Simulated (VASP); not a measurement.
Runs of VASP 6.6.1 on Al. The structure is that of space group Fm-3m (No. 225), or close to it. The cells are those of the table. 

```tsv
cell	k mesh	gap on the mesh (eV)	pressure (GPa)
a = 2.908 Å, angles 60.0°, 1 atom	22 × 22 × 22	none	-2.8
a = 2.870 Å, angles 60.0°, 1 atom	13 × 13 × 13	none	(a)
a = 2.792 Å, angles 60.0°, 1 atom	22 × 22 × 22	none	7.6
a = 2.870 Å, angles 60.0°, 1 atom	22 × 22 × 22	none	-0.1
```

Alike in all rows: task single point; level revPBE; potentials or basis VASP PAW PBE potentials, release 64 (Al); no spin polarisation; cutoff (eV) 520; smearing fermi-dirac 0.1 eV.

Problem. Fill in the values left out.

Solution. (a) -0.2.

Caveats: the PAW data sets were made with another functional, which shifts forces and pressure a little.

A gap of «none» marks levels without a gap at the run's occupations.
